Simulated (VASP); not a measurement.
# BaCr2F6 (P4/mmm) in VASP: further runs

The runs below take BaCr2F6 through single point, with PBE.

All numbers are computed with VASP 6.6.1; they aren't measurements. Logs are shortened: lines on timing, memory, paths and dates and some standing lists are left out, and cuts for length are marked.

### 1 The cell of the first run

It takes space group P4/mmm (No. 123, tetragonal). Conventional cell: a = 4.034 Å, b = 4.034 Å, c = 8.068 Å, α = 90.00°, β = 90.00°, γ = 90.00°. Ba (site symmetry 4/mmm) has 12 F at 2.85 Å and 8 Cr at 3.49 Å within 3.8 Å. Cr (site symmetry 4mm) has 6 F at 2.02 Å within 2.7 Å. Within 2.7 Å of F (site symmetry 2mm) lie 2 Cr at 2.02 Å. Within 2.7 Å of F (site symmetry 4/mmm) lie 2 Cr at 2.02 Å. Within 2.7 Å of F (site symmetry 4/mmm) lie 2 Cr at 2.02 Å.

### 2 Single point, PBE, collinear spin, ferromagnetic start (atoms taken out)

Input file INCAR:

```
SYSTEM = BaCr2F6
PREC = Accurate
ENCUT = 600
EDIFF = 1E-6
ISMEAR = 0
SIGMA = 0.1
LREAL = .FALSE.
LASPH = .TRUE.
NELM = 200
ALGO = Normal
ISIF = 2
LWAVE = .FALSE.
LCHARG = .FALSE.
ISPIN = 2
MAGMOM = 0 3 3 0 0 0 0 0 0
LORBIT = 11
LMAXMIX = 4
GGA = PE
NBANDS = 52
GGA_COMPAT = .FALSE.
```

Input file KPOINTS:

```
Automatic mesh
0
G
  4 4 2
  0 0 0
```

Input file POSCAR:

```
BaCr2F6
1.0
    4.0338919100      0.0000000000      0.0000000000
    0.0000000000      4.0338919100      0.0000000000
    0.0000000000      0.0000000000      8.0677838100
Ba Cr F
1 2 6
Direct
    0.5000000000      0.5000000000      0.0000000000
    0.0000000000      0.0000000000      0.7500000000
    0.0000000000      0.0000000000      0.2500000000
    0.5000000000      0.0000000000      0.7500000000
    0.5000000000      0.0000000000      0.2500000000
    0.0000000000      0.5000000000      0.7500000000
    0.0000000000      0.5000000000      0.2500000000
    0.0000000000      0.0000000000      0.0000000000
    0.0000000000      0.0000000000      0.5000000000
```

Potentials or basis: VASP PAW PBE potentials, release 64 (Ba_sv, Cr_pv, F).

Run with:

```
$ cat potpaw_PBE.64/Ba_sv/POTCAR potpaw_PBE.64/Cr_pv/POTCAR potpaw_PBE.64/F/POTCAR > POTCAR
$ mpirun -np 1 vasp_std > vasp.out
```

OUTCAR:

```text
SYSTEM = BaCr2F6
   PREC = Accurate
   ENCUT = 600
   EDIFF = 1E-6
   ISMEAR = 0
   LREAL = .FALSE.
   LASPH = .TRUE.
   NELM = 200
   ISIF = 2
   ISPIN = 2
   LORBIT = 11
   GGA = PE

 ion  position               nearest neighbor table
   1  0.500  0.500  0.000-   4 2.85   5 2.85   6 2.85   7 2.85   4 2.85   5 2.85   6 2.85   7 2.85
                             8 2.85   8 2.85   8 2.85   8 2.85   2 3.49   3 3.49   3 3.49   3 3.49
   2  0.000  0.000  0.750-   8 2.02   9 2.02   4 2.02   6 2.02   6 2.02   4 2.02   1 3.49   1 3.49
                             1 3.49   1 3.49
   3  0.000  0.000  0.250-   8 2.02   9 2.02   5 2.02   7 2.02   7 2.02   5 2.02   1 3.49   1 3.49
                             1 3.49   1 3.49
   4  0.500  0.000  0.750-   2 2.02   2 2.02   1 2.85   1 2.85
   5  0.500  0.000  0.250-   3 2.02   3 2.02   1 2.85   1 2.85
   6  0.000  0.500  0.750-   2 2.02   2 2.02   1 2.85   1 2.85
   7  0.000  0.500  0.250-   3 2.02   3 2.02   1 2.85   1 2.85
   8  0.000  0.000  0.000-   2 2.02   3 2.02   1 2.85   1 2.85   1 2.85   1 2.85
   9  0.000  0.000  0.500-   2 2.02   3 2.02

  LATTYP: Found a simple tetragonal cell.
 ALAT       =     4.0338919100
 C/A-ratio  =     1.9999999975

  Lattice vectors:

 A1 = (   4.0338919100,   0.0000000000,   0.0000000000)
 A2 = (   0.0000000000,   4.0338919100,   0.0000000000)
 A3 = (   0.0000000000,   0.0000000000,   8.0677838100)

Analysis of symmetry for initial positions (statically):
=====================================================================
 Subroutine PRICEL returns:
 Original cell was already a primitive cell.

 Routine SETGRP: Setting up the symmetry group for a
 simple tetragonal supercell.

 Subroutine GETGRP returns: Found 16 space group operations
 (whereof 16 operations were pure point group operations)
 out of a pool of 16 trial point group operations.

The static configuration has the point symmetry D_4h.

Analysis of symmetry for dynamics (positions and initial velocities):
=====================================================================
 Subroutine PRICEL returns:
 Original cell was already a primitive cell.

 Routine SETGRP: Setting up the symmetry group for a
 simple tetragonal supercell.

 Subroutine GETGRP returns: Found 16 space group operations
 (whereof 16 operations were pure point group operations)
 out of a pool of 16 trial point group operations.

The dynamic configuration has the point symmetry D_4h.

Analysis of structural, dynamic, and magnetic symmetry:
=====================================================================
 Subroutine PRICEL returns:
 Original cell was already a primitive cell.
[... 156 lines left out ...]

 E-fermi :   5.0185     XC(G=0):  -9.4891

 val. band max:        5.0165299957   @ k =   0.2500   0.2500   0.0000
 cond. band min:       5.0203216646   @ k =   0.2500   0.0000   0.5000
 fundamental gap:      0.0037916689
 Fermi energy:         5.0184817643

 spin component 1

 k-point     1 :       0.0000    0.0000    0.0000
  band No.  band energies     occupation
      1     -40.1938      1.00000
      2     -40.1784      1.00000
      3     -40.1766      1.00000
      4     -40.1766      1.00000
      5     -40.1762      1.00000
      6     -40.1762      1.00000
[... 625 lines left out ...]
     49       9.7746      0.00000
     50      10.0965      0.00000
 Fermi energy:         5.0184817643

 spin component 2

 k-point     1 :       0.0000    0.0000    0.0000
  band No.  band energies     occupation
      1     -36.4822      1.00000
      2     -36.4556      1.00000
      3     -36.4277      1.00000
      4     -36.4277      1.00000
      5     -36.4271      1.00000
      6     -36.4271      1.00000
[... 625 lines left out ...]
     49       9.7414      0.00000
     50      11.4278      0.00000
 [bands above 50 left out]

------------------------ aborting loop because EDIFF is reached ----------------------------------------

  FORCE on cell =-STRESS in cart. coord.  units (eV):
  Direction    XX          YY          ZZ          XY          YZ          ZX
  --------------------------------------------------------------------------------------
  -------------------------------------------------------------------------------------
  Total        9.5978403      9.5978403      3.7051750      0.0000000      0.0000000      0.0000000
  in kB      117.1335580    117.1335580     45.2185411      0.0000000      0.0000000      0.0000000
  external PRESSURE =      93.1618857 kB  Pullay stress =       0.0000000 kB

 VOLUME and BASIS-vectors are now :
 -----------------------------------------------------------------------------
  energy-cutoff  :      600.00
  volume of cell :      131.28
      direct lattice vectors                 reciprocal lattice vectors
     4.033891910  0.000000000  0.000000000     0.247899553  0.000000000  0.000000000
     0.000000000  4.033891910  0.000000000     0.000000000  0.247899553  0.000000000
     0.000000000  0.000000000  8.067783810     0.000000000  0.000000000  0.123949776

 POSITION                                       TOTAL-FORCE (eV/Angst)
 -----------------------------------------------------------------------------------
      2.01695      2.01695      0.00000        -0.000000     -0.000000      0.000000
      0.00000      0.00000      6.05084         0.000000      0.000000     -3.423973
      0.00000      0.00000      2.01695        -0.000000     -0.000000      3.423973
      2.01695      0.00000      6.05084        -0.000000      0.000000      0.952229
      2.01695      0.00000      2.01695        -0.000000      0.000000     -0.952229
      0.00000      2.01695      6.05084        -0.000000     -0.000000      0.952229
      0.00000      2.01695      2.01695        -0.000000     -0.000000     -0.952229
      0.00000      0.00000      0.00000        -0.000000     -0.000000      0.000000
      0.00000      0.00000      4.03389        -0.000000     -0.000000      0.000000
 -----------------------------------------------------------------------------------
    total drift:                                0.000000      0.000000     -0.000000

  FREE ENERGIE OF THE ION-ELECTRON SYSTEM (eV)
  ---------------------------------------------------
  free  energy   TOTEN  =       -54.9328986054 eV

  energy  without entropy=      -54.8964769450  energy(sigma->0) =      -54.91468778

 total charge

# of ion       s       p       d       tot
------------------------------------------
    1        1.995   5.636   0.260   7.890
    2        0.194   6.208   4.203  10.605
    3        0.194   6.208   4.203  10.605
    4        1.735   4.371   0.000   6.105
    5        1.735   4.371   0.000   6.105
    6        1.735   4.371   0.000   6.105
    7        1.735   4.371   0.000   6.105
    8        1.738   4.393   0.000   6.131
    9        1.731   4.357   0.000   6.087
--------------------------------------------------
tot         12.788  44.283   8.666  65.737

 magnetization (x)

# of ion       s       p       d       tot
------------------------------------------
    1        0.000   0.002   0.020   0.022
    2        0.027   0.025   3.593   3.644
    3        0.027   0.025   3.593   3.644
    4        0.006   0.022   0.000   0.028
    5        0.006   0.022   0.000   0.028
    6        0.006   0.022   0.000   0.028
    7        0.006   0.022   0.000   0.028
    8        0.009   0.026   0.000   0.035
    9        0.005   0.017   0.000   0.023
--------------------------------------------------
tot          0.092   0.185   7.206   7.482
```

stdout:

```text
POSCAR found type information on POSCAR BaCrF
 POSCAR found :  3 types and       9 ions
 scaLAPACK will be used
 LDA part: xc-table for (Slater+PW92), standard interpolation
 POSCAR, INCAR and KPOINTS ok, starting setup
 FFT: planning ... GRIDC
 FFT: planning ... GRID_SOFT
 FFT: planning ... GRID
 WAVECAR not read
 entering main loop
```

Run time: 1.8 min. Hardware: 1 thread of Intel Xeon 6975P-C (Granite Rapids), shared host; peak memory 0.38 GiB.

What came out:

```yaml
Free_energy: -54.9329 eV
Pressure: 9.3 GPa
Largest_force: 3.424 eV/Å
Net_moment: 7.93 μB per cell
Site_moments: Ba +0.02; Cr +3.64; F +0.03, +0.04, +0.02 (each value once) μB
Valence_electrons_inside_the_program's_atomic_spheres: Ba 7.89; Cr 10.61; F 6.11, 6.13, 6.09 (each value once)
```

Forces in eV/Å, atoms in the order of the input:
```
Ba   0.000  0.000  0.000
Cr   0.000  0.000 -3.424
Cr   0.000  0.000  3.424
F    0.000  0.000  0.952
F    0.000  0.000 -0.952
F    0.000  0.000  0.952
F    0.000  0.000 -0.952
F    0.000  0.000  0.000
F    0.000  0.000  0.000
```

Caveat: the k points lie up to 0.39 Å⁻¹ apart; the cell differs from its parent crystal (atoms taken out); spin-orbit coupling is left out, which moves the levels of the heavy elements; semilocal functionals often make such compounds metallic where correlation or magnetic order opens a gap, which also shifts bond lengths; the run started ferromagnetic, and an antiferromagnetic order may lie lower in energy; forces of over 1 eV/Å act on the atoms, so gaps and moduli don't describe the material at rest.

### 3 Single point, PBE, collinear spin, ferromagnetic start (atoms taken out)

Input file INCAR:

```
SYSTEM = BaCr2F6
PREC = Accurate ; ENCUT = 600
EDIFF = 1E-6 ; ISMEAR = 0
SIGMA = 0.1 ; LREAL = .False.
LASPH = .True. ; NELM = 200
ALGO = Normal ; ISIF = 2
LWAVE = .False. ; LCHARG = .False.
ISPIN = 2 ; MAGMOM = 0 3 3 0 0 0 0 0 0
LORBIT = 11 ; LMAXMIX = 4
GGA = PE ; NBANDS = 52
GGA_COMPAT = .False.
```

Input file KPOINTS:

```
Automatic mesh
0
Gamma
  4 4 2
  0 0 0
```

Input file POSCAR:

```
BaCr2F6
1.0
    4.2682735346      0.0000000000      0.0000000000
    0.0000000000      4.2682735346      0.0000000000
    0.0000000000      0.0000000000      8.1713853200
Ba Cr F
1 2 6
Direct
    0.5000000000      0.5000000000      0.0000000000
    0.0000000000      0.0000000000      0.7399476348
    0.0000000000      0.0000000000      0.2600523652
    0.5000000000      0.0000000000      0.7822182921
    0.5000000000      0.0000000000      0.2177817079
    0.0000000000      0.5000000000      0.7822182921
    0.0000000000      0.5000000000      0.2177817079
    0.0000000000      0.0000000000      0.0000000000
    0.0000000000      0.0000000000      0.5000000000
```

Potentials or basis: VASP PAW PBE potentials, release 64 (Ba_sv, Cr_pv, F).

Run with:

```
$ cat potpaw_PBE.64/Ba_sv/POTCAR potpaw_PBE.64/Cr_pv/POTCAR potpaw_PBE.64/F/POTCAR > POTCAR
$ mpirun -np 1 vasp_std > vasp.out
```

OUTCAR:

```text
SYSTEM = BaCr2F6
   PREC = Accurate
   ENCUT = 600
   EDIFF = 1E-6
   ISMEAR = 0
   LREAL = .False.
   LASPH = .True.
   NELM = 200
   ISIF = 2
   ISPIN = 2
   LORBIT = 11
   GGA = PE

 ion  position               nearest neighbor table
   1  0.500  0.500  0.000-   4 2.78   5 2.78   6 2.78   7 2.78   4 2.78   5 2.78   6 2.78   7 2.78
                             8 3.02   8 3.02   8 3.02   8 3.02   2 3.69   2 3.69   2 3.69   2 3.69
   2  0.000  0.000  0.740-   9 1.96   8 2.12   4 2.16   6 2.16   6 2.16   4 2.16   1 3.69   1 3.69
                             1 3.69   1 3.69
   3  0.000  0.000  0.260-   9 1.96   8 2.12   5 2.16   7 2.16   7 2.16   5 2.16   1 3.69   1 3.69
                             1 3.69   1 3.69
   4  0.500  0.000  0.782-   2 2.16   2 2.16   1 2.78   1 2.78
   5  0.500  0.000  0.218-   3 2.16   3 2.16   1 2.78   1 2.78
   6  0.000  0.500  0.782-   2 2.16   2 2.16   1 2.78   1 2.78
   7  0.000  0.500  0.218-   3 2.16   3 2.16   1 2.78   1 2.78
   8  0.000  0.000  0.000-   2 2.12   3 2.12   1 3.02   1 3.02   1 3.02   1 3.02
   9  0.000  0.000  0.500-   3 1.96   2 1.96

  LATTYP: Found a simple tetragonal cell.
 ALAT       =     4.2682735346
 C/A-ratio  =     1.9144474350

  Lattice vectors:

 A1 = (   4.2682735346,   0.0000000000,   0.0000000000)
[... 1492 lines left out ...]
      direct lattice vectors                 reciprocal lattice vectors
     4.268273535  0.000000000  0.000000000     0.234286765  0.000000000  0.000000000
     0.000000000  4.268273535  0.000000000     0.000000000  0.234286765  0.000000000
     0.000000000  0.000000000  8.171385320     0.000000000  0.000000000  0.122378270

 POSITION                                       TOTAL-FORCE (eV/Angst)
 -----------------------------------------------------------------------------------
      2.13414      2.13414      0.00000        -0.000000      0.000000      0.000000
      0.00000      0.00000      6.04640         0.000000     -0.000000      0.009488
      0.00000      0.00000      2.12499         0.000000      0.000000     -0.009488
      2.13414      0.00000      6.39181        -0.000000      0.000000     -0.040070
      2.13414      0.00000      1.77958        -0.000000      0.000000      0.040070
      0.00000      2.13414      6.39181        -0.000000     -0.000000     -0.040070
      0.00000      2.13414      1.77958         0.000000     -0.000000      0.040070
      0.00000      0.00000      0.00000        -0.000000      0.000000      0.000000
      0.00000      0.00000      4.08569        -0.000000      0.000000      0.000000
 -----------------------------------------------------------------------------------
    total drift:                                0.000000      0.000000     -0.000000

  FREE ENERGIE OF THE ION-ELECTRON SYSTEM (eV)
  ---------------------------------------------------
  free  energy   TOTEN  =       -56.3740917648 eV

  energy  without entropy=      -56.3583729310  energy(sigma->0) =      -56.36623235

 total charge

# of ion       s       p       d       tot
------------------------------------------
    1        1.994   5.646   0.204   7.845
    2        0.159   6.147   4.120  10.426
    3        0.159   6.147   4.120  10.426
    4        1.731   4.355   0.000   6.087
    5        1.731   4.355   0.000   6.087
    6        1.731   4.355   0.000   6.087
    7        1.731   4.355   0.000   6.087
    8        1.731   4.366   0.000   6.098
    9        1.729   4.372   0.000   6.100
--------------------------------------------------
tot         12.697  44.100   8.445  65.242

 magnetization (x)

# of ion       s       p       d       tot
------------------------------------------
    1        0.000   0.001   0.006   0.007
    2        0.026   0.020   3.666   3.712
    3        0.026   0.020   3.666   3.712
    4        0.005   0.011   0.000   0.016
    5        0.005   0.011   0.000   0.016
    6        0.005   0.011   0.000   0.016
    7        0.005   0.011   0.000   0.016
    8        0.004  -0.001   0.000   0.002
    9        0.003   0.025   0.000   0.028
--------------------------------------------------
tot          0.081   0.107   7.338   7.526
```

OSZICAR:

```text
N       E                     dE             d eps       ncg     rms          rms(c)
DAV:   1     0.880281067522E+03    0.88028E+03   -0.44008E+04  2544   0.163E+03
DAV:   2     0.170752145087E+02   -0.86321E+03   -0.82045E+03  2880   0.437E+02
DAV:   3    -0.587254362678E+02   -0.75801E+02   -0.74849E+02  2904   0.139E+02
DAV:   4    -0.609864552002E+02   -0.22610E+01   -0.22429E+01  3516   0.210E+01
DAV:   5    -0.610273764216E+02   -0.40921E-01   -0.40826E-01  3172   0.247E+00    0.202E+01
DAV:   6    -0.563976685016E+02    0.46297E+01   -0.37688E+01  2976   0.327E+01    0.148E+01
DAV:   7    -0.563307644020E+02    0.66904E-01   -0.26390E+00  2792   0.119E+01    0.971E+00
DAV:   8    -0.563515800166E+02   -0.20816E-01   -0.36210E-01  2984   0.329E+00    0.481E+00
DAV:   9    -0.563648881876E+02   -0.13308E-01   -0.11470E-01  2780   0.197E+00    0.915E-01
DAV:  10    -0.563703456255E+02   -0.54574E-02   -0.15575E-02  2688   0.709E-01    0.485E-01
DAV:  11    -0.563727530053E+02   -0.24074E-02   -0.32510E-03  2844   0.284E-01    0.177E-01
DAV:  12    -0.563738407353E+02   -0.10877E-02   -0.11641E-03  2720   0.138E-01    0.104E-01
DAV:  13    -0.563740496667E+02   -0.20893E-03   -0.16246E-04  3000   0.681E-02    0.588E-02
DAV:  14    -0.563741535094E+02   -0.10384E-03   -0.39572E-04  2616   0.103E-01    0.341E-02
DAV:  15    -0.563741073785E+02    0.46131E-04   -0.94363E-05  2920   0.475E-02    0.144E-02
DAV:  16    -0.563740926182E+02    0.14760E-04   -0.15699E-05  2796   0.188E-02    0.625E-03
DAV:  17    -0.563740917648E+02    0.85339E-06   -0.38761E-06  2344   0.103E-02
   1 F= -.56374092E+02 E0= -.56366232E+02  d E =-.157188E-01  mag=     8.0005
```

It took 2.4 min on 1 thread of Intel Xeon 6975P-C (Granite Rapids), shared host; peak memory 0.44 GiB.

What came out:

- Free energy: -56.3741 eV
- Pressure: 0.3 GPa
- Largest force: 0.040 eV/Å
- Band gap on the k mesh: zero (filled and empty bands overlap)
- Net moment: 8.00 μB per cell
- Site moments: Ba +0.01; Cr +3.71; F +0.02, +0.00, +0.03 (each value once) μB
- Valence electrons inside the program's atomic spheres: Ba 7.84; Cr 10.43; F 6.09, 6.10 (each value once)

Forces in eV/Å, atoms in the order of the input:
```
Ba   0.000  0.000  0.000
Cr   0.000  0.000  0.009
Cr   0.000  0.000 -0.009
F    0.000  0.000 -0.040
F    0.000  0.000  0.040
F    0.000  0.000 -0.040
F    0.000  0.000  0.040
F    0.000  0.000  0.000
F    0.000  0.000  0.000
```

Stress tensor (GPa, compression positive):
```
0.27 0.00 0.00
0.00 0.27 0.00
0.00 0.00 0.43
```

Caveat: the k points lie up to 0.38 Å⁻¹ apart, too coarse for converged energies and pressures of a metal; the cell differs from its parent crystal (atoms taken out); spin-orbit coupling is left out, which moves the levels of the heavy elements; semilocal functionals often make such compounds metallic where correlation or magnetic order opens a gap, which also shifts bond lengths; the run started ferromagnetic, and an antiferromagnetic order may lie lower in energy.

The gap in the log of VASP goes by the Fermi energy; the results here count the filled bands.